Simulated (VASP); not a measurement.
The system is BP (lda).

```
CELL_PARAMETERS angstrom
0.00000 2.26900 2.26900
2.26900 0.00000 2.26900
2.26900 2.26900 0.00000
ATOMIC_POSITIONS crystal
B 0.00000 0.00000 0.00000
P 0.25000 0.25000 0.25000
```

```yaml
Program: VASP 6.6.1
Task: relaxation of cell and atoms
Functional: LDA
Potentials_or_basis: VASP PAW LDA potentials, release 64 (B, P)
Cutoff: 500 eV
k_mesh: 8 × 8 × 8
Occupations: gaussian, width 0.02 eV
Spin: no spin polarisation
```

At the start: pressure -5.3 GPa; volume 11.68 Å³/atom.

Task: How do energy, volume and symmetry change on relaxing?

Result: Over 3 steps the energy falls by 6.3 meV/atom and the volume is 11.31 Å³/atom (-3.2 %); space group F-43m (No. 216, to 0.05 Å).

Step by step:
```
step  energy change (eV)  largest force (eV/Å)  pressure (GPa)  volume (Å³)
   1              0.0000                0.0000           -5.30        23.36
   2             -0.0051                0.0000            4.47        22.08
   3             -0.0125                0.0000           -0.01        22.63
```

Final structure:
```xyz
2
Lattice="0.0000 2.2449 2.2449 2.2449 0.0000 2.2449 2.2449 2.2449 0.0000" Properties=species:S:1:pos:R:3 pbc="T T T"
B     0.0000    0.0000    0.0000
P     1.1225    1.1225    1.1225
```
